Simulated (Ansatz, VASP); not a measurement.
# One calculation of Tl, two programs

```
Tl
1.0
     1.80816    1.04394    8.34044
    -1.80816    1.04394    8.34044
     0.00000   -2.08789    8.34044
Tl
3
Cartesian
  0.0000 0.0000 0.0000
  0.0000 0.0000 19.4927
  0.0000 0.0000 5.5286
```

Alike in both runs: functional PBE; k mesh 12 × 12 × 12; occupations gaussian, width 0.1 eV; no spin polarisation.

Ansatz relaxed the structure, and its values are those at the end. VASP's run is a single point on that final structure, the one shown.

|  | VASP | Ansatz |
| --- | --- | --- |
| version | VASP 6.6.1 | Ansatz 0.2.0 |
| potentials or method | VASP PAW PBE potentials, release 64 (Tl_d), cutoff 520 eV | scalar-relativistic, plane waves, PAW |
| valence electrons in the cell | 39 | 39 |

VASP gave:

```
gap on the k mesh at the Fermi level (eV) : none
pressure (GPa)                            : -0.1
```

Estimate Ansatz's values.

gap on the k mesh at the Fermi level (eV): none; pressure (GPa): 0.0.

A gap of «none» marks a metal or a gap that the smearing closes.

Neither program's run includes spin-orbit coupling.
